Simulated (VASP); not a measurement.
Wanted: the native input for a VASP 6.6.1 run.

* Task: single point
* Functional: PBEsol
* Potentials or basis: VASP PAW PBE potentials, release 64 (W_sv)
* Cutoff: 520 eV
* k mesh: 18 × 18 × 18
* Occupations: gaussian, width 0.1 eV
* Spin: no spin polarisation
* Dipole correction: no
* Further INCAR settings: ALGO = Normal; EDIFF = 1e-06; NBANDS = 13

The structure of W lies in POSCAR:

```
W
1.0
    0.0000000000      2.0113443000      2.0113443000
    2.0113443000      0.0000000000      2.0113443000
    2.0113443000      2.0113443000      0.0000000000
W
1
Direct
    0.0000000000      0.0000000000      0.0000000000
```

This cell differs from its parent crystal: strained.

These files were run (other wordings do the same):

INCAR

```
  PREC = Accurate
  ENCUT = 520
  EDIFF = 1E-6
  ISMEAR = 0
  SIGMA = 0.1
  LREAL = F
  LASPH = T
  NELM = 60
  ALGO = Normal
  ISIF = 2
  LWAVE = F
  LCHARG = T
  GGA = PS
  LELF = T
  LVHAR = T
  NBANDS = 13
```

KPOINTS

```
Automatic mesh
0
Gamma
  18 18 18
```

Potentials or basis: VASP PAW PBE potentials, release 64 (W_sv).

Run with:

```console
$ cat potpaw_PBE.64/W_sv/POTCAR > POTCAR
$ mpirun -np 1 vasp_std > vasp.out
```

Results of the run:

- Pressure: -4.7 GPa
- Band gap on the k mesh: zero (band 7 reaches 13.55 eV, above the bottom of band 8 at 9.86 eV)

Caveat: the cell differs from its parent crystal (strained); the PAW data sets were made with another functional, which shifts forces and pressure a little; spin-orbit coupling is left out, which moves the levels of the heavy elements.

It took 41 s on 1 thread of Intel Xeon 6975P-C (shared host), peak memory 0.17 GiB.
